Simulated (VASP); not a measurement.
# GaSb in VASP: a series of runs

Runs on GaSb. Level: PBE. Tasks: single point, relaxation of cell and atoms.

All numbers are computed with VASP 6.6.1; they aren't measurements. Logs are shortened: lines on timing, memory, paths and dates and some standing lists are left out, and cuts for length are marked.

## 1. The cell of the first run

Symmetry: I-4m2, No. 119, tetragonal system. The conventional cell has a = 4.395 Å, b = 4.395 Å, c = 6.091 Å, α = 90.00°, β = 90.00°, γ = 90.00°. Within 3.5 Å of Ga (site symmetry -4m2) lie 4 Sb at 2.67 Å. Sb (site symmetry -4m2) has 4 Ga at 2.67 Å within 3.5 Å.

## 2. Single point, PBE (strain along c alone, the other axes held: -2.0 %)

INCAR reads:

```
SYSTEM = GaSb
ALGO = Normal ; EDIFF = 1E-7
ENCUT = 520 ; GGA = PE
ISIF = 2 ; ISMEAR = 0
LASPH = .TRUE. ; LCHARG = .FALSE.
LREAL = .FALSE. ; LWAVE = .FALSE.
NBANDS = 26 ; NELM = 80
PREC = Accurate ; SIGMA = 0.1
```

KPOINTS reads:

```
k-points
0
G
  12 12 8
  0 0 0
```

POSCAR reads:

```
GaSb
1.0
    3.1077436235      3.1077436235      0.0000000000
   -3.1077436235      3.1077436235      0.0000000000
    0.0000000000      0.0000000000      6.0911775021
Ga Sb
2 2
Direct
    0.0000000000      0.0000000000      0.0000000000
    0.5000000000      0.5000000000      0.5000000000
    0.5000000000      0.0000000000      0.2500000000
    0.0000000000      0.5000000000      0.7500000000
```

Potentials or basis: VASP PAW PBE potentials, release 64 (Ga_d, Sb).

The run is started by

```bash
cat potpaw_PBE.64/Ga_d/POTCAR potpaw_PBE.64/Sb/POTCAR > POTCAR
mpirun -np 1 vasp_std > vasp.out
```

OUTCAR:

```text
SYSTEM = GaSb
   EDIFF = 1E-7
   ENCUT = 520
   GGA = PE
   ISIF = 2
   ISMEAR = 0
   LASPH = .TRUE.
   LREAL = .FALSE.
   NELM = 80
   PREC = Accurate

 ion  position               nearest neighbor table
   1  0.000  0.000  0.000-   3 2.67   4 2.67   4 2.67   3 2.67
   2  0.500  0.500  0.500-   3 2.67   4 2.67   3 2.67   4 2.67
   3  0.500  0.000  0.250-   1 2.67   2 2.67   2 2.67   1 2.67
   4  0.000  0.500  0.750-   1 2.67   2 2.67   1 2.67   2 2.67

  LATTYP: Found a simple tetragonal cell.
 ALAT       =     4.3950131807
 C/A-ratio  =     1.3859292911

  Lattice vectors:

 A1 = (   3.1077436235,   3.1077436235,   0.0000000000)
 A2 = (  -3.1077436235,   3.1077436235,   0.0000000000)
 A3 = (   0.0000000000,   0.0000000000,   6.0911775021)

Analysis of symmetry for initial positions (statically):
=====================================================================
 Subroutine PRICEL returns following result:

  LATTYP: Found a body centered tetragonal cell.
 ALAT       =     4.3950131807
 C/A-ratio  =     1.3859292911

  Lattice vectors:

 A1 = (   0.0000000000,  -3.1077436235,  -3.0455887511)
 A2 = (   0.0000000000,   3.1077436235,  -3.0455887510)
 A3 = (   3.1077436235,   0.0000000000,   3.0455887510)

   2 primitive cells build up your supercell.

 Routine SETGRP: Setting up the symmetry group for a
 simple tetragonal supercell.

 Subroutine GETGRP returns: Found  8 space group operations
 (whereof  8 operations were pure point group operations)
 out of a pool of 16 trial point group operations.

The static configuration has the point symmetry D_2d.

Analysis of symmetry for dynamics (positions and initial velocities):
=====================================================================
 Subroutine PRICEL returns following result:

  LATTYP: Found a body centered tetragonal cell.
 ALAT       =     4.3950131807
 C/A-ratio  =     1.3859292911

  Lattice vectors:

 A1 = (   0.0000000000,  -3.1077436235,  -3.0455887511)
 A2 = (   0.0000000000,   3.1077436235,  -3.0455887510)
 A3 = (   3.1077436235,   0.0000000000,   3.0455887510)

   2 primitive cells build up your supercell.

 Routine SETGRP: Setting up the symmetry group for a
 simple tetragonal supercell.

 Subroutine GETGRP returns: Found  8 space group operations
 (whereof  8 operations were pure point group operations)
 out of a pool of 16 trial point group operations.

The dynamic configuration has the point symmetry D_2d.

 Subroutine INISYM returns: Found  8 space group operations
 (whereof  8 operations are pure point group operations),
 and found     2 'primitive' translations

----------------------------------------------------------------------------------------

                                     Primitive cell

  volume of cell :      58.8290

  direct lattice vectors                    reciprocal lattice vectors
     0.000000000 -3.107743624 -3.045588751     0.160888432 -0.160888432 -0.164171870
     0.000000000  3.107743624 -3.045588751     0.160888432  0.160888432 -0.164171870
     3.107743624  0.000000000  3.045588751     0.321776865  0.000000000  0.000000000

  length of vectors
     4.351285014  4.351285014  4.351285014     0.280575441  0.280575441  0.321776865

  position of ions in fractional coordinates (direct lattice)
     0.000000000  0.000000000  0.000000000
     0.750000000  0.250000000  0.500000000

  ion indices of the primitive-cell ions
   primitive index   ion index
                 1           1
                 2           3

----------------------------------------------------------------------------------------

 KPOINTS: k-points

Automatic generation of k-mesh.
 Grid dimensions read from file:
 generate k-points for:   12   12    8

 Generating k-lattice:

  Cartesian coordinates                     Fractional coordinates (reciprocal lattice)
     0.013407369  0.013407369  0.000000000     0.083333333  0.000000000  0.000000000
    -0.013407369  0.013407369  0.000000000     0.000000000  0.083333333  0.000000000
     0.000000000  0.000000000  0.020521484     0.000000000  0.000000000  0.125000000

  Length of vectors
     0.018960884  0.018960884  0.020521484

  Shift w.r.t. Gamma in fractional coordinates (k-lattice)
     0.000000000  0.000000000  0.000000000

 Subroutine IBZKPT returns following result:
 ===========================================

 Found    140 irreducible k-points:

 Following reciprocal coordinates:
            Coordinates               Weight
  0.000000  0.000000  0.000000      1.000000
  0.083333  0.000000  0.000000      4.000000
  0.166667  0.000000  0.000000      4.000000
  0.250000  0.000000  0.000000      4.000000
  0.333333  0.000000  0.000000      4.000000
  0.416667  0.000000  0.000000      4.000000
[... 16 lines left out ...]
  0.333333  0.333333  0.000000      4.000000
  0.416667  0.333333  0.000000      8.000000
 [... further k-points ...]
   k-points           NKPTS =    140   k-points in BZ     NKDIM =    140   number of bands    NBANDS=     26
   number of dos      NEDOS =    301   number of ions     NIONS =      4
   total plane-waves  NPLWV =  62208
   dimension x,y,z NGX =    36 NGY =   36 NGZ =   48
   dimension x,y,z NGXF=    72 NGYF=   72 NGZF=   96
   ions per type =               2   2
   NGX,Y,Z   is equivalent  to a cutoff of  13.62, 13.62, 13.10 a.u.
   NGXF,Y,Z  is equivalent  to a cutoff of  27.23, 27.23, 26.20 a.u.
 SYSTEM =  GaSb
   PREC   = accura    normal or accurate (medium, high low for compatibility)
   ISTART =      0    job   : 0-new  1-cont  2-samecut
   ICHARG =      2    charge: 1-file 2-atom 10-const
   ISPIN  =      1    spin polarized calculation?
   LNONCOLLINEAR =      F non collinear calculations
   LSORBIT =      F    spin-orbit coupling
   LASPH  =      T    aspherical Exc in radial PAW
   ENCUT  =  520.0 eV  38.22 Ry    6.18 a.u.   8.17  8.17 11.33*2*pi/ulx,y,z
   NELM   =     80;   NELMIN=  2; NELMDL= -5     # of ELM steps
   EDIFF  = 0.1E-06   stopping-criterion for ELM
   LREAL  =      F    real-space projection
   EDIFFG = 0.1E-05   stopping-criterion for IOM
   NSW    =      0    number of steps for IOM
   IBRION =     -1    ionic relax: 0-MD 1-quasi-New 2-CG
   NFREE  =      0    steps in history (QN), initial steepest desc. (CG)
   ISIF   =      2    stress and relaxation
   ISYM   =      2    0-nonsym 1-usesym 2-fastsym
   POTIM  = 0.5000    time-step for ionic-motion
   TEBEG  =    0.0;   TEEND  =   0.0 temperature during run
   PSTRESS=    0.0 pullay stress
   NELECT =      36.0000    total number of electrons
   NUPDOWN=      -1.0000    fix difference up-down
   EMIN   =  10.00;   EMAX   =-10.00  energy-range for DOS
   EFERMI =   0.00;   METHOD = LEGACY
   ISMEAR =     0;   SIGMA  =   0.10  broadening in eV -4-tet -1-fermi 0-gaus
   EFERMI_NEDOS =   21; number of points for ismear=-14 and -15
   IALGO  =     38    algorithm
   IMIX   =      4    mixing-type and parameters
     AMIX     =   0.40;   BMIX     =  1.00
     AMIX_MAG =   1.60;   BMIX_MAG =  1.00
  volume/ion in A,a.u.               =      29.41       198.50
  Fermi-wavevector in a.u.,A,eV,Ry     =   1.103151  2.084654 16.557515  1.216943
  Thomas-Fermi vector in A             =   2.239605
   LORBIT       =      0    0 simple, 1 ext, 2 COOP (PROOUT), +10 PAW based schemes
   GGA     = PE    functional components
   LHFCALC =     F    Hartree Fock is set to
   AEXX    =    0.0000 exact exchange contribution
   IVDW    =     0    specifies the selected vdW correction
   LEPSILON=     F    determine dielectric tensor
   LRPA    =     F    only Hartree local field effects (RPA)
 non-spin polarized calculation
 Gauss-broadening in eV      SIGMA  =   0.10
  energy-cutoff  :      520.00
  volume of cell :      117.66
 maximum number of plane-waves:      3192
 NGX is ok and might be reduce to    36
   NGX = 17   NGY = 17   NGZ = 23

 number of electron      35.9999998 magnetization

 Free energy of the ion-electron system (eV)
  ---------------------------------------------------
  ext. energy  EPLUGINS =         0.00000000
  ---------------------------------------------------
  free energy    TOTEN  =       -14.73568102 eV

  energy without entropy =      -14.73550955  energy(sigma->0) =      -14.73559529

 E-fermi :   4.6574     XC(G=0):  -8.9718

 val. band max:        4.5572362332   @ k =   0.0000   0.0000   0.0000
 cond. band min:       4.6681542056   @ k =   0.0000   0.0000   0.0000
 fundamental gap:      0.1109179724
 Fermi energy:         4.6573962875

 k-point     1 :       0.0000    0.0000    0.0000
  band No.  band energies     occupation
      1     -10.4268      2.00000
      2     -10.3874      2.00000
      3     -10.3874      2.00000
      4     -10.3846      2.00000
      5     -10.3649      2.00000
      6     -10.3649      2.00000
[... 18 lines left out ...]
     25      10.3761      0.00000
     26      12.9746      0.00000

 k-point     2 :       0.0833    0.0000    0.0000
  band No.  band energies     occupation
      1     -10.4261      2.00000
      2     -10.3886      2.00000
      3     -10.3870      2.00000
      4     -10.3839      2.00000
      5     -10.3656      2.00000
      6     -10.3652      2.00000
[... 18 lines left out ...]
     25      10.6432      0.00000
     26      12.4822      0.00000

 k-point     3 :       0.1667    0.0000    0.0000
  band No.  band energies     occupation
      1     -10.4241      2.00000
      2     -10.3919      2.00000
      3     -10.3858      2.00000
      4     -10.3821      2.00000
      5     -10.3673      2.00000
      6     -10.3663      2.00000
[... 18 lines left out ...]
     25      11.3207      0.00000
     26      11.8758      0.00000

 k-point     4 :       0.2500    0.0000    0.0000
  band No.  band energies     occupation
      1     -10.4214      2.00000
      2     -10.3966      2.00000
      3     -10.3840      2.00000
      4     -10.3797      2.00000
      5     -10.3694      2.00000
      6     -10.3680      2.00000
[... 18 lines left out ...]
     25      11.0941      0.00000
     26      11.2979      0.00000

 k-point     5 :       0.3333    0.0000    0.0000
  band No.  band energies     occupation
      1     -10.4183      2.00000
      2     -10.4018      2.00000
      3     -10.3815      2.00000
      4     -10.3774      2.00000
      5     -10.3713      2.00000
      6     -10.3702      2.00000
[... 18 lines left out ...]
     25      10.5163      0.00000
     26      10.5358      0.00000

 k-point     6 :       0.4167    0.0000    0.0000
  band No.  band energies     occupation
      1     -10.4149      2.00000
      2     -10.4068      2.00000
      3     -10.3787      2.00000
      4     -10.3755      2.00000
      5     -10.3729      2.00000
      6     -10.3728      2.00000
[... 427 lines left out ...]
 k-point    21 :       0.4167    0.2500    0.0000
  band No.  band energies     occupation
      1     -10.4208      2.00000
      2     -10.4172      2.00000
      3     -10.3710      2.00000
      4     -10.3703      2.00000
      5     -10.3698      2.00000
      6     -10.3669      2.00000
[... 18 lines left out ...]
     25      11.3424      0.00000
     26      11.5457      0.00000

 k-point    22 :       0.5000    0.2500    0.0000
  band No.  band energies     occupation
      1     -10.4197      2.00000
      2     -10.4197      2.00000
      3     -10.3701      2.00000
      4     -10.3701      2.00000
      5     -10.3682      2.00000
      6     -10.3682      2.00000
[... 18 lines left out ...]
     25      11.8564      0.00000
     26      11.8564      0.00000

 k-point    23 :       0.3333    0.3333    0.0000
  band No.  band energies     occupation
      1     -10.4227      2.00000
      2     -10.4181      2.00000
      3     -10.3701      2.00000
      4     -10.3693      2.00000
      5     -10.3690      2.00000
      6     -10.3654      2.00000
[... 18 lines left out ...]
     25      11.1002      0.00000
     26      11.4142      0.00000

 k-point    24 :       0.4167    0.3333    0.0000
  band No.  band energies     occupation
      1     -10.4237      2.00000
      2     -10.4216      2.00000
      3     -10.3679      2.00000
      4     -10.3676      2.00000
      5     -10.3671      2.00000
      6     -10.3653      2.00000
[... 18 lines left out ...]
     25      11.8296      0.00000
     26      12.0146      0.00000

 [... further k-points ...]
[... 5 lines left out ...]
  --------------------------------------------------------------------------------------
  -------------------------------------------------------------------------------------
  Total        0.5203453      0.5203453      1.1160855      0.0000000      0.0000000      0.0000000
  in kB        7.0856653      7.0856653     15.1979994      0.0000000      0.0000000      0.0000000
  external PRESSURE =       9.7897767 kB  Pullay stress =       0.0000000 kB

 VOLUME and BASIS-vectors are now :
 -----------------------------------------------------------------------------
  energy-cutoff  :      520.00
  volume of cell :      117.66
      direct lattice vectors                 reciprocal lattice vectors
     3.107743624  3.107743624  0.000000000     0.160888432  0.160888432  0.000000000
    -3.107743624  3.107743624  0.000000000    -0.160888432  0.160888432  0.000000000
     0.000000000  0.000000000  6.091177502     0.000000000  0.000000000  0.164171870

 POSITION                                       TOTAL-FORCE (eV/Angst)
 -----------------------------------------------------------------------------------
      0.00000      0.00000      0.00000        -0.000000      0.000000     -0.000000
      0.00000      3.10774      3.04559         0.000000     -0.000000      0.000000
      1.55387      1.55387      1.52279        -0.000000     -0.000000     -0.000000
     -1.55387      1.55387      4.56838        -0.000000     -0.000000     -0.000000
 -----------------------------------------------------------------------------------
    total drift:                               -0.000000      0.000000      0.000000

  FREE ENERGIE OF THE ION-ELECTRON SYSTEM (eV)
  ---------------------------------------------------
  free  energy   TOTEN  =       -14.7356810232 eV

  energy  without entropy=      -14.7355095550  energy(sigma->0) =      -14.73559529
```

It took 4.6 min on 1 thread of Intel Xeon Platinum 8375C at 2.90GHz (Ice Lake), shared host; peak memory 0.5 GiB.

Results:

```yaml
Free_energy: -14.7357 eV
Pressure: 1.0 GPa
Band_gap_on_the_k_mesh: 0.11 eV
```

Caveat: the cell differs from its parent crystal (strain along c alone, the other axes held: -2.0 %); spin-orbit coupling is left out, which moves the levels of the heavy elements.

## 3. Single point, PBE (uniaxial strain along c: +4.0 %, then relaxed in part)

INCAR reads:

```
SYSTEM = GaSb
ALGO = Normal
EDIFF = 1E-6
ENCUT = 520
GGA = PE
ISIF = 2
ISMEAR = 0
LASPH = .True.
LCHARG = .True.
LELF = .True.
LREAL = .False.
LVHAR = .True.
LWAVE = .False.
NBANDS = 26
NELM = 100
PREC = Accurate
SIGMA = 0.1
```

KPOINTS reads:

```
k-points
0
Gamma
  12 12 8
  0 0 0
```

POSCAR reads:

```
GaSb
1.0
    3.0728363082      3.0728363082      0.0000000000
   -3.0728363082      3.0728363082      0.0000000000
    0.0000000000      0.0000000000      6.4641067379
Ga Sb
2 2
Direct
    0.0000000000      0.0000000000      0.0000000000
    0.5000000000      0.5000000000      0.5000000000
    0.5000000000      0.0000000000      0.2500000000
    0.0000000000      0.5000000000      0.7500000000
```

Potentials or basis: VASP PAW PBE potentials, release 64 (Ga_d, Sb).

The run is started by

```bash
cat potpaw_PBE.64/Ga_d/POTCAR potpaw_PBE.64/Sb/POTCAR > POTCAR
mpirun -np 1 vasp_std > vasp.out
```

It took 2.1 min on 1 thread of Intel Xeon 6975P-C (Granite Rapids), shared host; peak memory 0.49 GiB.

The run converged. Its results:

| Quantity | Value |
| --- | --- |
| Free energy | -14.7146 eV |
| Pressure | -0.7 GPa |
| Band gap on the k mesh | zero (filled and empty bands touch) |

Stress tensor (GPa, compression positive):
```
 0.06  0.00  0.00
 0.00  0.06  0.00
 0.00  0.00 -2.21
```

Levels at points of the mesh, in eV from the Fermi level:
| k point | band 15 | band 16 | band 17 | band 18 | band 19 | band 20 | band 21 | band 22 |
| --- | --- | --- | --- | --- | --- | --- | --- | --- |
| (0.00, 0.00, 0.00) | -2.31 | -0.57 | -0.34 | -0.05 | -0.05 | 1.07 | 1.42 | 2.61 |
| (0.50, 0.00, 0.00) | -3.20 | -3.20 | -1.06 | -1.06 | 1.91 | 1.91 | 4.25 | 4.25 |
| (0.50, 0.50, 0.00) | -2.61 | -2.61 | -2.57 | -2.57 | 0.70 | 0.70 | 1.13 | 1.13 |
| (0.00, 0.00, 0.50) | -1.50 | -1.50 | -1.50 | -1.50 | 1.40 | 1.40 | 2.43 | 2.43 |
| (0.50, 0.00, 0.50) | -1.38 | -1.38 | -1.01 | -1.01 | 0.10 | 0.10 | 3.52 | 3.52 |
| (0.50, 0.50, 0.50) | -3.22 | -3.22 | -2.98 | -2.98 | 2.96 | 2.96 | 3.77 | 3.77 |

Caveat: the cell differs from its parent crystal (uniaxial strain along c: +4.0 %, then relaxed in part); semilocal functionals underestimate gaps, so a narrow gap can read as zero; spin-orbit coupling is left out, which moves the levels of the heavy elements.

## 4. Single point, PBE (uniaxial strain along c: +4.0 %)

INCAR reads:

```
  ALGO = Normal
  EDIFF = 1E-6
  ENCUT = 520
  GGA = PE
  ISIF = 2
  ISMEAR = 0
  LASPH = True
  LCHARG = False
  LREAL = False
  LWAVE = False
  NBANDS = 26
  NELM = 60
  PREC = Accurate
  SIGMA = 0.1
```

KPOINTS reads:

```
k-points
0
Gamma
  12 12 8
```

POSCAR, as its differences from that of step 3:

```diff
@@ -2,4 +2,4 @@
 1.0
-    3.0728363082      3.0728363082      0.0000000000
-   -3.0728363082      3.0728363082      0.0000000000
+    3.0766661878      3.0766661878      0.0000000000
+   -3.0766661878      3.0766661878      0.0000000000
     0.0000000000      0.0000000000      6.4641067379
```

The run is started by

```bash
cat potpaw_PBE.64/Ga_d/POTCAR potpaw_PBE.64/Sb/POTCAR > POTCAR
mpirun -np 1 vasp_std > vasp.out
```

It took 2.1 min on 1 thread of Intel Xeon 6975P-C (Granite Rapids), shared host; peak memory 0.5 GiB.

It converged, with:

```
Free energy            : -14.7146 eV
Pressure               : -0.8 GPa
Band gap on the k mesh : zero (filled and empty bands touch)
```

Stress tensor (GPa, compression positive):
```
-0.06  0.00  0.00
 0.00 -0.06  0.00
 0.00  0.00 -2.27
```

Levels at points of the mesh, in eV from the Fermi level:
```tsv
k point	band 14	band 15	band 16	band 17	band 18	band 19	band 20	band 21	band 22	band 23
(0.00, 0.00, 0.00)	-2.30	-2.30	-0.58	-0.33	-0.05	-0.05	1.07	1.42	2.61	2.61
(0.50, 0.00, 0.00)	-5.55	-3.18	-3.18	-1.06	-1.06	1.91	1.91	4.25	4.25	4.35
(0.50, 0.50, 0.00)	-6.59	-2.59	-2.59	-2.55	-2.55	0.71	0.71	1.14	1.14	8.00
(0.00, 0.00, 0.50)	-4.32	-1.50	-1.50	-1.50	-1.50	1.40	1.40	2.43	2.43	5.14
(0.50, 0.00, 0.50)	-6.19	-1.37	-1.37	-1.01	-1.01	0.10	0.10	3.52	3.52	3.72
(0.50, 0.50, 0.50)	-6.49	-3.20	-3.20	-2.97	-2.97	2.96	2.96	3.78	3.78	3.90
```

Caveat: the cell differs from its parent crystal (uniaxial strain along c: +4.0 %); semilocal functionals underestimate gaps, so a narrow gap can read as zero; spin-orbit coupling is left out, which moves the levels of the heavy elements.

[end of part 1 of 2]
